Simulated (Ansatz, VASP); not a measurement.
**Two plane-wave programs on Fe**

Contents of POSCAR:

```
Fe
1.0
   -1.4345540696      1.4345540696      1.4345540696
    1.4345540696     -1.4345540696      1.4345540696
    1.4345540696      1.4345540696     -1.4345540696
Fe
1
Direct
    0.0000000000      0.0000000000      0.0000000000
```

INCAR.step1

```
SYSTEM = Fe
  PREC = Accurate
  ENCUT = 520
  ISMEAR = 0
  SIGMA = 0.01
  LREAL = .False.
  LASPH = .True.
  NELM = 150
  ISPIN = 2
  MAGMOM = 2.804
  LMAXMIX = 4
  NBANDS = 14
  GGA = PE
  ALGO = Normal
  EDIFF = 1E-4
  LWAVE = .True.
  LCHARG = .False.
```

File INCAR.step2:

```
SYSTEM = Fe
  PREC = Accurate
  ENCUT = 520
  EDIFF = 1E-6
  ISMEAR = 0
  SIGMA = 0.01
  LREAL = .False.
  LASPH = .True.
  NELM = 150
  ALGO = Normal
  ISIF = 2
  LWAVE = .False.
  LCHARG = .False.
  ISPIN = 2
  MAGMOM = 2.804
  LORBIT = 11
  LMAXMIX = 4
  METAGGA = R2SCAN
  LMIXTAU = .True.
  NBANDS = 14
  ISTART = 1
```

Contents of KPOINTS:

```
Automatic mesh
0
Gamma
  15 15 15
  0 0 0
```

Input for Ansatz:

```yaml
crystal:
  lattice:
    - [-1.4345540696, 1.4345540696, 1.4345540696]
    - [1.4345540696, -1.4345540696, 1.4345540696]
    - [1.4345540696, 1.4345540696, -1.4345540696]
  atoms:
    - { symbol: Fe, position: [0.0, 0.0, 0.0], spin: 2.804 }
hamiltonian:
  xc: r2scan
  pseudopotentials:
    kind: paw
    azcp:
      Fe: "pseudopotentials/Fe.paw.azcp"
basis:
  ecutwfc: 500
  fft_grid_basis: typed
kpoints:
  mp_grid: { grid: [15, 15, 15], shift: [0, 0, 0] }
magnetization:
  spin_polarized: true
scf:
  occupations: { method: gaussian, width: 0.01 }
  lower_state_search: "off"
output:
  stress: true
  write_density: true
  write_potential: true
  elf: true
  volumetric_format: npy
```

Alike in both runs: task single point; functional r2SCAN; k mesh 15 × 15 × 15; occupations gaussian, width 0.01 eV; collinear spin.

```csv
,VASP,Ansatz
version,VASP 6.6.1,Ansatz 0.2.0
potentials or method,"VASP PAW PBE potentials, release 64 (Fe), cutoff 520 eV","plane waves (500 eV) with PAW, scalar-relativistic"
valence electrons in the cell,8,16
```

Ansatz gave:

| Property | Result |
| --- | --- |
| pressure (GPa) | 0.2 |
| net moment per atom (μB) | 2.68 |
| size of the moment on the site where the two differ most (μB) | 2.83 |

Estimate VASP's values.

pressure (GPa): -0.3; net moment per atom (μB): 2.68; size of the moment on the site where the two differ most (μB): 2.75.

VASP's potentials were made for PBE, not for r2SCAN. Site moments also hang on the region over which each program counts them. The functional is the same, so the differences come from potentials, cutoffs and numerics. VASP's potentials hold 8 valence electrons a cell and Ansatz's 16, so a difference there can come from the potentials and not from the codes. Ansatz's warnings: stability check not made.
